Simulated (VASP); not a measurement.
C: single point with PBE

The system is C.

```xyz
12
Lattice="2.3441 0.0000 0.0000 -1.1721 2.0301 0.0000 0.0000 0.0000 12.2737" Properties=species:S:1:pos:R:3 pbc="T T T"
C     0.0000    0.0000    2.2935
C     0.0000    0.0000    8.4303
C     0.0000    0.0000    3.8434
C     0.0000    0.0000    9.9802
C     0.0000    1.3534    6.3917
C     1.1721    0.6767    0.2549
C     0.0000    1.3534   12.0188
C     1.1721    0.6767    5.8820
C     0.0000    1.3534    7.9177
C     1.1721    0.6767    1.7809
C     0.0000    1.3534   10.4928
C     1.1721    0.6767    4.3560
```

| Quantity | Value |
| --- | --- |
| Program | VASP 6.6.1 |
| Task | single point |
| Functional | PBE |
| Potentials or basis | VASP PAW PBE potentials, release 64 (C) |
| Cutoff | 520 eV |
| k mesh | 12 × 12 × 2 |
| Occupations | gaussian, width 0.05 eV |
| Spin | no spin polarisation |
| Dipole correction | no |
| Further INCAR settings | ALGO = Normal; EDIFF = 1e-06; NBANDS = 36 |

| Quantity | Value |
| --- | --- |
| Pressure | 95.0 GPa |
| Largest force | 0.733 eV/Å |
| Band gap on the k mesh | 4.21 eV |

Forces in eV/Å, atoms in the order of the input:
```
C    0.000  0.000  0.733
C    0.000  0.000  0.733
C    0.000  0.000 -0.733
C    0.000  0.000 -0.733
C    0.000  0.000  0.672
C    0.000  0.000  0.672
C    0.000  0.000 -0.672
C    0.000  0.000 -0.672
C    0.000  0.000 -0.579
C    0.000  0.000 -0.579
C    0.000  0.000  0.579
C    0.000  0.000  0.579
```

Stress tensor (GPa, compression positive):
```
127.74   0.00   0.00
  0.00 127.74   0.00
  0.00   0.00  29.41
```

Levels at points of the mesh, in eV from the valence-band top:
```csv
k point,band 20,band 21,band 22,band 23,band 24,band 25,band 26,band 27,band 28,band 29
"(0.00, 0.00, 0.00)",-0.88,-0.88,-0.43,0.00,0.00,4.21,6.44,6.44,7.46,7.46
"(0.50, 0.00, 0.00)",-5.18,-4.72,-4.69,-4.34,-3.65,4.99,5.81,6.19,6.24,6.48
"(0.00, 0.00, 0.50)",-1.64,-0.28,-0.28,-0.28,-0.28,5.71,5.71,6.80,6.80,6.80
"(0.50, 0.00, 0.50)",-5.56,-4.55,-4.55,-3.96,-3.96,5.29,5.29,5.96,5.96,6.90
```

It took 47 s on 1 thread of AMD EPYC 9R45 96-Core Processor (Zen 5), with other jobs on the host, peak memory 0.16 GiB.

Caveat: the stress differs along the axes, from 29 to 128 GPa. A k mesh can miss the band edges.
